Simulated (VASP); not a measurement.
Here is a VASP 6.6.1 calculation.

INCAR

```
PREC = Accurate ; ENCUT = 600
EDIFF = 1E-6 ; ISMEAR = 0
SIGMA = 0.05 ; LREAL = F
LASPH = T ; NELM = 200
ALGO = Normal ; ISIF = 2
LWAVE = F ; LCHARG = T
ISPIN = 2 ; MAGMOM = 7 -7 0 0 0 0 0 0
LORBIT = 11 ; LMAXMIX = 6
LDAU = T ; LDAUTYPE = 2
LDAUL = 3 -1 ; LDAUU = 6 0
LDAUJ = 0 0 ; LDAUPRINT = 1
GGA = PE ; LVHAR = T
NBANDS = 53 ; GGA_COMPAT = F
KPAR = 4
```

The input KPOINTS:

```
Automatic mesh
0
Gamma
  8 8 4
```

POSCAR

```
GdRe3
1.0
    4.1337201340      0.0000000000      0.0000000000
    0.0000000000      4.1337201340      4.1337201340
    0.0000000000      0.0000000000      8.2674402680
Gd Re
2 6
Direct
    0.0000000000      0.0000000000      0.0000000000
    0.0000000000      0.0000000000      0.5000000000
    0.0000000000      0.5000000000      0.0000000000
    0.5000000000      0.5000000000      0.7500000000
    0.5000000000      0.0000000000      0.2500000000
    0.0000000000      0.5000000000      0.5000000000
    0.5000000000      0.5000000000      0.2500000000
    0.5000000000      0.0000000000      0.7500000000
```

Potentials or basis: VASP PAW PBE potentials, release 64 (Gd, Re).

Launch:

```sh
$ cat potpaw_PBE.64/Gd/POTCAR potpaw_PBE.64/Re/POTCAR > POTCAR
$ mpirun -np 4 vasp_std > vasp.out
```

(1) Predict the pressure.

(2) What does it give for the net moment?

(3) What does it give for the site moments?

(4) What does it give for the band gap on the k mesh?

Answers

(1) 0.0 GPa.

(2) 0.00 μB per cell.

(3) Gd +6.91, -6.91; Re +0.00 μB.

(4) zero (filled and empty bands overlap).

Caveat: spin-orbit coupling is left out, which moves the levels of the heavy elements.
